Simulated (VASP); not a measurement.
# Mo (I4/mmm) in VASP: notebook

Mo is run at these levels: PBE; tasks: single point.

Everything below comes from runs of VASP 6.6.1. Logs are shortened: lines on timing, memory, paths and dates and some standing lists are left out, and cuts for length are marked.

## 1. The cell of the first run

Symmetry: I4/mmm, No. 139, tetragonal system. The conventional cell has a = 2.850 Å, b = 2.850 Å, c = 4.111 Å, α = 90.00°, β = 90.00°, γ = 90.00°. Mo (site symmetry 4/mmm) has 12 Mo at 2.85 to 2.88 Å within 3.8 Å.

## 2. Single point, PBE (strain +0.0200 x Voigt [0, 0, 1, 0, 0, 0])

Input file INCAR:

```
ALGO = Fast
EDIFF = 1E-6
ENCUT = 520
GGA = PE
ISIF = 2
ISMEAR = 0
LASPH = True
LCHARG = True
LELF = True
LREAL = False
LVHAR = True
LWAVE = False
NBANDS = 13
NELM = 80
PREC = Accurate
SIGMA = 0.15
```

Input file KPOINTS:

```
k-points
0
Gamma
  20 20 20
```

Input file POSCAR:

```
Mo
1.0
    0.0000000000      2.0150000000      2.0553000000
    2.0150000000      0.0000000000      2.0553000000
    2.0150000000      2.0150000000      0.0000000000
Mo
1
Direct
    0.0000000000      0.0000000000      0.0000000000
```

Potentials or basis: VASP PAW PBE potentials, release 64 (Mo_sv).

The run is started by

```sh
cat potpaw_PBE.64/Mo_sv/POTCAR > POTCAR
mpirun -np 1 vasp_std > vasp.out
```

OUTCAR:

```text
EDIFF = 1E-6
   ENCUT = 520
   GGA = PE
   ISIF = 2
   ISMEAR = 0
   LASPH = True
   LREAL = False
   NELM = 80
   PREC = Accurate

 ion  position               nearest neighbor table
   1  0.000  0.000  0.000-

  LATTYP: Found a body centered tetragonal cell.
 ALAT       =     2.8496403282
 C/A-ratio  =     1.4424978336

  Lattice vectors:

 A1 = (  -2.0150000000,   0.0000000000,   2.0553000000)
 A2 = (   2.0150000000,   0.0000000000,   2.0553000000)
 A3 = (   0.0000000000,   2.0150000000,  -2.0553000000)

Analysis of symmetry for initial positions (statically):
=====================================================================
 Subroutine PRICEL returns:
 Original cell was already a primitive cell.

 Routine SETGRP: Setting up the symmetry group for a
 body centered tetragonal supercell.

 Subroutine GETGRP returns: Found 16 space group operations
 (whereof 16 operations were pure point group operations)
 out of a pool of 16 trial point group operations.

The static configuration has the point symmetry D_4h.

Analysis of symmetry for dynamics (positions and initial velocities):
=====================================================================
 Subroutine PRICEL returns:
 Original cell was already a primitive cell.

 Routine SETGRP: Setting up the symmetry group for a
 body centered tetragonal supercell.

 Subroutine GETGRP returns: Found 16 space group operations
 (whereof 16 operations were pure point group operations)
 out of a pool of 16 trial point group operations.

The dynamic configuration has the point symmetry D_4h.

 Subroutine INISYM returns: Found 16 space group operations
 (whereof 16 operations are pure point group operations),
 and found     1 'primitive' translations

----------------------------------------------------------------------------------------

                                     Primitive cell

  volume of cell :      16.6900

  direct lattice vectors                    reciprocal lattice vectors
     0.000000000  2.015000000  2.055300000    -0.248138958  0.248138958  0.243273488
     2.015000000  0.000000000  2.055300000     0.248138958 -0.248138958  0.243273488
     2.015000000  2.015000000  0.000000000     0.248138958  0.248138958 -0.243273488

  length of vectors
     2.878277799  2.878277799  2.849640328     0.426998682  0.426998682  0.426998682

  position of ions in fractional coordinates (direct lattice)
     0.000000000  0.000000000  0.000000000

  ion indices of the primitive-cell ions
   primitive index   ion index
                 1           1

[... 85 lines left out ...]
   EFERMI =   0.00;   METHOD = LEGACY
   ISMEAR =     0;   SIGMA  =   0.15  broadening in eV -4-tet -1-fermi 0-gaus
   EFERMI_NEDOS =   21; number of points for ismear=-14 and -15
   IALGO  =     68    algorithm
   IMIX   =      4    mixing-type and parameters
     AMIX     =   0.40;   BMIX     =  1.00
     AMIX_MAG =   1.60;   BMIX_MAG =  1.00
  volume/ion in A,a.u.               =      16.69       112.63
  Fermi-wavevector in a.u.,A,eV,Ry     =   1.543947  2.917637 32.433194  2.383773
  Thomas-Fermi vector in A             =   2.649538
   LORBIT       =      0    0 simple, 1 ext, 2 COOP (PROOUT), +10 PAW based schemes
   GGA     = PE    functional components
   LHFCALC =     F    Hartree Fock is set to
   AEXX    =    0.0000 exact exchange contribution
   IVDW    =     0    specifies the selected vdW correction
   LEPSILON=     F    determine dielectric tensor
   LRPA    =     F    only Hartree local field effects (RPA)
 non-spin polarized calculation
 RMM-DIIS sequential band-by-band and
 Gauss-broadening in eV      SIGMA  =   0.15
  energy-cutoff  :      520.00
  volume of cell :       16.69
 maximum number of plane-waves:       463
 NGX is ok and might be reduce to    24
   NGX = 11   NGY = 11   NGZ = 11

 number of electron      14.0000002 magnetization

 Free energy of the ion-electron system (eV)
  ---------------------------------------------------
  ext. energy  EPLUGINS =         0.00000000
  ---------------------------------------------------
  free energy    TOTEN  =       -10.50511951 eV

  energy without entropy =      -10.48959254  energy(sigma->0) =      -10.49735603

 E-fermi :  11.1739     XC(G=0): -13.0073

 val. band max:       11.1736956506   @ k =   0.3500   0.1000   0.0000
 cond. band min:      11.1759172263   @ k =   0.4000   0.0500   0.3000
 fundamental gap:      0.0022215757
 Fermi energy:        11.1739293270

 k-point     1 :       0.0000    0.0000    0.0000
  band No.  band energies     occupation
      1     -49.5700      2.00000
      2     -23.0037      2.00000
      3     -22.9881      2.00000
      4     -22.9881      2.00000
      5       4.5624      2.00000
      6      10.3602      2.00000
      7      10.5913      2.00000
      8      10.5913      2.00000
      9      12.8703      0.00000
     10      13.1864      0.00000
     11      24.2473      0.00000
     12      28.8918      0.00000
     13      29.5106      0.00000
[... 354 lines left out ...]
  band No.  band energies     occupation
      1     -49.4092      2.00000
      2     -23.9512      2.00000
      3     -23.1673      2.00000
      4     -23.0935      2.00000
      5       6.9095      2.00000
      6      10.3873      2.00000
      7      10.7275      1.99997
      8      10.9973      1.90421
      9      13.9176      0.00000
     10      14.7041      0.00000
     11      22.9380      0.00000
     12      25.5493      0.00000
     13      30.7827      0.00000

 [... further k-points ...]

------------------------ aborting loop because EDIFF is reached ----------------------------------------

  FORCE on cell =-STRESS in cart. coord.  units (eV):
  Direction    XX          YY          ZZ          XY          YZ          ZX
  --------------------------------------------------------------------------------------
  -------------------------------------------------------------------------------------
  Total       -0.9983697     -0.9983697     -0.6226759      0.0000000      0.0000000      0.0000000
  in kB      -95.8399642    -95.8399642    -59.7746886      0.0000000      0.0000000      0.0000000
  external PRESSURE =     -83.8182057 kB  Pullay stress =       0.0000000 kB

 VOLUME and BASIS-vectors are now :
 -----------------------------------------------------------------------------
  energy-cutoff  :      520.00
  volume of cell :       16.69
      direct lattice vectors                 reciprocal lattice vectors
     0.000000000  2.015000000  2.055300000    -0.248138958  0.248138958  0.243273488
     2.015000000  0.000000000  2.055300000     0.248138958 -0.248138958  0.243273488
     2.015000000  2.015000000  0.000000000     0.248138958  0.248138958 -0.243273488

 POSITION                                       TOTAL-FORCE (eV/Angst)
 -----------------------------------------------------------------------------------
      0.00000      0.00000      0.00000         0.000000      0.000000      0.000000
 -----------------------------------------------------------------------------------
    total drift:                               -0.000000      0.000000      0.000000

  FREE ENERGIE OF THE ION-ELECTRON SYSTEM (eV)
  ---------------------------------------------------
  free  energy   TOTEN  =       -10.5051195142 eV

  energy  without entropy=      -10.4895925369  energy(sigma->0) =      -10.49735603
```

stdout:

```text
POSCAR found type information on POSCAR Mo
 POSCAR found :  1 types and       1 ions
 scaLAPACK will be used
 LDA part: xc-table for (Slater+PW92), standard interpolation
 POSCAR, INCAR and KPOINTS ok, starting setup
 FFT: planning ... GRIDC
 FFT: planning ... GRID_SOFT
 FFT: planning ... GRID
 WAVECAR not read
 entering main loop
```

Run time: 79 s. Hardware: 1 thread of Intel Xeon 6975P-C (Granite Rapids), shared host; peak memory 0.24 GiB.

What came out:

```
Free energy            : -10.5051 eV
Pressure               : -8.4 GPa
Band gap on the k mesh : zero (band 7 reaches 14.91 eV, above the bottom of band 8 at 10.59 eV)
```

Levels at points of the mesh, in eV from the Fermi level:
| k point | band 3 | band 4 | band 5 | band 6 | band 7 | band 8 | band 9 | band 10 | band 11 | band 12 |
| --- | --- | --- | --- | --- | --- | --- | --- | --- | --- | --- |
| (0.00, 0.00, 0.00) | -34.16 | -34.16 | -6.61 | -0.81 | -0.58 | -0.58 | 1.70 | 2.01 | 13.07 | 17.72 |
| (0.50, 0.00, 0.00) | -34.34 | -34.30 | -4.41 | -0.95 | -0.70 | 1.42 | 3.73 | 3.86 | 10.51 | 12.73 |
| (0.50, 0.50, 0.00) | -34.55 | -34.55 | -4.68 | -4.01 | 3.54 | 3.77 | 4.33 | 4.33 | 12.34 | 12.34 |
| (0.50, 0.00, 0.50) | -34.61 | -34.57 | -4.69 | -4.05 | 3.74 | 3.92 | 4.23 | 4.46 | 11.90 | 12.19 |

Caveat: the cell differs from its parent crystal (strain +0.0200 x Voigt [0, 0, 1, 0, 0, 0]).

## 3. Single point, PBE (strain +0.0300 x Voigt [0, 0, 1, 0, 0, 0])

Input file INCAR:

```
PREC = Accurate
ENCUT = 520
EDIFF = 1E-6
ISMEAR = 0
SIGMA = 0.15
LREAL = F
LASPH = T
NELM = 100
ALGO = Fast
ISIF = 2
LWAVE = F
LCHARG = T
GGA = PE
LELF = T
LVHAR = T
NBANDS = 13
```

Input file KPOINTS:

```
Automatic mesh
0
Gamma
  20 20 20
```

Input file POSCAR:

```
Mo
1.0
    0.0000000000      2.0150000000      2.0754500000
    2.0150000000      0.0000000000      2.0754500000
    2.0150000000      2.0150000000      0.0000000000
Mo
1
Direct
    0.0000000000      0.0000000000      0.0000000000
```

Potentials or basis: VASP PAW PBE potentials, release 64 (Mo_sv).

The run is started by

```sh
cat potpaw_PBE.64/Mo_sv/POTCAR > POTCAR
mpirun -np 1 vasp_std > vasp.out
```

It took 88 s on 1 thread of Intel Xeon 6975P-C (Granite Rapids), shared host; peak memory 0.24 GiB.

Results (log left out):

| Property | Result |
| --- | --- |
| Free energy | -10.4985 eV |
| Pressure | -10.3 GPa |
| Band gap on the k mesh | zero (band 7 reaches 14.70 eV, above the bottom of band 8 at 10.50 eV) |

Stress tensor (GPa, compression positive):
```
-11.97   0.00   0.00
  0.00 -11.97   0.00
  0.00   0.00  -7.02
```

Levels at points of the mesh, in eV from the Fermi level:
| k point | band 4 | band 5 | band 6 | band 7 | band 8 | band 9 | band 10 | band 11 |
| --- | --- | --- | --- | --- | --- | --- | --- | --- |
| (0.00, 0.00, 0.00) | -34.20 | -6.59 | -0.88 | -0.54 | -0.54 | 1.58 | 2.05 | 13.06 |
| (0.50, 0.00, 0.00) | -34.32 | -4.38 | -1.01 | -0.64 | 1.38 | 3.63 | 3.82 | 10.36 |
| (0.50, 0.50, 0.00) | -34.56 | -4.63 | -3.96 | 3.35 | 3.72 | 4.25 | 4.25 | 12.35 |
| (0.50, 0.00, 0.50) | -34.60 | -4.65 | -4.01 | 3.66 | 3.92 | 4.09 | 4.45 | 11.70 |

Caveat: the cell differs from its parent crystal (strain +0.0300 x Voigt [0, 0, 1, 0, 0, 0]).

## 4. Single point, PBE (strain +0.0350 x Voigt [0, 0, 1, 0, 0, 0])

Input file INCAR:

```
SYSTEM = Mo
  PREC = Accurate
  ENCUT = 520
  EDIFF = 1E-6
  ISMEAR = 0
  SIGMA = 0.15
  LREAL = .FALSE.
  LASPH = .TRUE.
  NELM = 80
  ALGO = Fast
  ISIF = 2
  LWAVE = .FALSE.
  LCHARG = .TRUE.
  GGA = PE
  LELF = .TRUE.
  LVHAR = .TRUE.
  NBANDS = 13
```

Input file KPOINTS:

```
regular mesh
0
G
  20 20 20
  0 0 0
```

Input file POSCAR:

```
Mo
1.0
    0.0000000000      2.0150000000      2.0855250000
    2.0150000000      0.0000000000      2.0855250000
    2.0150000000      2.0150000000      0.0000000000
Mo
1
Direct
    0.0000000000      0.0000000000      0.0000000000
```

Potentials or basis: VASP PAW PBE potentials, release 64 (Mo_sv).

The run is started by

```sh
cat potpaw_PBE.64/Mo_sv/POTCAR > POTCAR
mpirun -np 1 vasp_std > vasp.out
```

OUTCAR:

```text
SYSTEM = Mo
   PREC = Accurate
   ENCUT = 520
   EDIFF = 1E-6
   ISMEAR = 0
   LREAL = .FALSE.
   LASPH = .TRUE.
   NELM = 80
   ISIF = 2
   GGA = PE

 ion  position               nearest neighbor table
   1  0.000  0.000  0.000-

  LATTYP: Found a body centered tetragonal cell.
 ALAT       =     2.8496403282
 C/A-ratio  =     1.4637110371

  Lattice vectors:

 A1 = (  -2.0150000000,   0.0000000000,   2.0855250000)
 A2 = (   2.0150000000,   0.0000000000,   2.0855250000)
 A3 = (   0.0000000000,   2.0150000000,  -2.0855250000)

Analysis of symmetry for initial positions (statically):
=====================================================================
 Subroutine PRICEL returns:
 Original cell was already a primitive cell.

 Routine SETGRP: Setting up the symmetry group for a
 body centered tetragonal supercell.

 Subroutine GETGRP returns: Found 16 space group operations
 (whereof 16 operations were pure point group operations)
 out of a pool of 16 trial point group operations.

The static configuration has the point symmetry D_4h.

Analysis of symmetry for dynamics (positions and initial velocities):
[... 169 lines left out ...]
      2     -23.2674      2.00000
      3     -23.2385      2.00000
      4     -23.2385      2.00000
      5       4.3943      2.00000
      6      10.0553      2.00000
      7      10.4526      2.00000
      8      10.4526      2.00000
      9      12.4972      0.00000
     10      13.0418      0.00000
     11      24.0312      0.00000
     12      28.3196      0.00000
     13      29.3631      0.00000
[... 354 lines left out ...]
  band No.  band energies     occupation
      1     -49.6476      2.00000
      2     -24.1643      2.00000
      3     -23.4274      2.00000
      4     -23.3302      2.00000
      5       6.7497      2.00000
      6      10.1142      2.00000
      7      10.6154      1.99932
      8      10.7633      1.95490
      9      13.6384      0.00000
     10      14.4396      0.00000
     11      22.5900      0.00000
     12      25.2018      0.00000
     13      30.3566      0.00000

 [... further k-points ...]

------------------------ aborting loop because EDIFF is reached ----------------------------------------

  FORCE on cell =-STRESS in cart. coord.  units (eV):
  Direction    XX          YY          ZZ          XY          YZ          ZX
  --------------------------------------------------------------------------------------
  -------------------------------------------------------------------------------------
  Total       -1.3840791     -1.3840791     -0.8004035      0.0000000     -0.0000000     -0.0000000
  in kB     -130.9411032   -130.9411032    -75.7223445      0.0000000     -0.0000000     -0.0000000
  external PRESSURE =    -112.5348503 kB  Pullay stress =       0.0000000 kB

 VOLUME and BASIS-vectors are now :
 -----------------------------------------------------------------------------
  energy-cutoff  :      520.00
  volume of cell :       16.94
      direct lattice vectors                 reciprocal lattice vectors
     0.000000000  2.015000000  2.085525000    -0.248138958  0.248138958  0.239747785
     2.015000000  0.000000000  2.085525000     0.248138958 -0.248138958  0.239747785
     2.015000000  2.015000000  0.000000000     0.248138958  0.248138958 -0.239747785

 POSITION                                       TOTAL-FORCE (eV/Angst)
 -----------------------------------------------------------------------------------
      0.00000      0.00000      0.00000         0.000000      0.000000      0.000000
 -----------------------------------------------------------------------------------
    total drift:                                0.000000      0.000000     -0.000000

  FREE ENERGIE OF THE ION-ELECTRON SYSTEM (eV)
  ---------------------------------------------------
  free  energy   TOTEN  =       -10.4948323562 eV

  energy  without entropy=      -10.4787273498  energy(sigma->0) =      -10.48677985
```

OSZICAR:

```text
N       E                     dE             d eps       ncg     rms          rms(c)
DAV:   1     0.930696063359E+02    0.93070E+02   -0.80176E+03 16762   0.109E+03
DAV:   2    -0.995847088692E+01   -0.10303E+03   -0.99430E+02 19116   0.309E+02
DAV:   3    -0.111548558991E+02   -0.11964E+01   -0.11914E+01 18656   0.331E+01
DAV:   4    -0.111577561451E+02   -0.29002E-02   -0.29001E-02 18521   0.197E+00
DAV:   5    -0.111577754793E+02   -0.19334E-04   -0.19334E-04 19001   0.145E-01    0.118E+01
RMM:   6    -0.105661912424E+02    0.59158E+00   -0.74728E-01 16675   0.793E+00    0.311E+00
RMM:   7    -0.104979291246E+02    0.68262E-01   -0.18338E-01 17082   0.384E+00    0.103E+00
RMM:   8    -0.104950986610E+02    0.28305E-02   -0.10231E-02 18552   0.111E+00    0.138E-01
RMM:   9    -0.104948413788E+02    0.25728E-03   -0.10433E-03 18816   0.328E-01    0.381E-02
RMM:  10    -0.104948330538E+02    0.83250E-05   -0.17408E-04 19244   0.138E-01    0.256E-02
RMM:  11    -0.104948327750E+02    0.27882E-06   -0.12307E-05 18903   0.445E-02    0.204E-03
RMM:  12    -0.104948323562E+02    0.41881E-06   -0.23560E-06 14175   0.182E-02
   1 F= -.10494832E+02 E0= -.10486780E+02  d E =-.161050E-01
```

Run time: 89 s. Hardware: 1 thread of Intel Xeon 6975P-C (Granite Rapids), shared host; peak memory 0.24 GiB.

Results:

```yaml
Free_energy: -10.4948 eV
Pressure: -11.3 GPa
Band_gap_on_the_k_mesh: zero (band 7 reaches 14.60 eV, above the bottom of band 8 at 10.44 eV)
```

Levels at points of the mesh, in eV from the Fermi level:
| k point | band 3 | band 4 | band 5 | band 6 | band 7 | band 8 | band 9 | band 10 | band 11 | band 12 |
| --- | --- | --- | --- | --- | --- | --- | --- | --- | --- | --- |
| (0.00, 0.00, 0.00) | -34.21 | -34.21 | -6.58 | -0.92 | -0.52 | -0.52 | 1.52 | 2.07 | 13.06 | 17.34 |
| (0.50, 0.00, 0.00) | -34.40 | -34.33 | -4.36 | -1.03 | -0.61 | 1.36 | 3.59 | 3.80 | 10.29 | 12.69 |
| (0.50, 0.50, 0.00) | -34.56 | -34.56 | -4.61 | -3.93 | 3.26 | 3.69 | 4.20 | 4.20 | 12.35 | 12.35 |
| (0.50, 0.00, 0.50) | -34.67 | -34.61 | -4.62 | -3.99 | 3.62 | 3.91 | 4.03 | 4.44 | 11.61 | 12.09 |

Caveat: the cell differs from its parent crystal (strain +0.0350 x Voigt [0, 0, 1, 0, 0, 0]).

[end of part 1 of 2]
